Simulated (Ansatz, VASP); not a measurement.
**One calculation of Ir, two programs**

```xyz
1
Lattice="0.0000 1.9221 1.9221 1.9221 0.0000 1.9221 1.9221 1.9221 0.0000" Properties=species:S:1:pos:R:3 pbc="T T T"
Ir    0.0000    0.0000    0.0000
```

Alike in both runs: functional r2SCAN; k mesh 17 × 17 × 17; occupations fermi-dirac, width 0.05 eV; no spin polarisation.

Ansatz relaxed the structure, and its values are those at the end. VASP's run is a single point on that final structure, the one shown.

|  | VASP | Ansatz |
| --- | --- | --- |
| version | VASP 6.6.1 | Ansatz 0.2.0 |
| potentials or method | VASP PAW PBE potentials, release 64 (Ir_sv_GW) | PAW with Ansatz's default frozen-core files, scalar-relativistic |
| plane-wave cutoff (eV) | 620 | 500 |
| valence electrons in the cell | 17 | 17 |

```csv
,VASP,Ansatz,Ansatz less VASP
pressure (GPa),-0.9,0.0,+0.93
```

VASP's potentials were made for PBE, not for r2SCAN. With one functional, cell and mesh, what is left measures potentials, basis and numerics.

Spin-orbit coupling is off throughout.
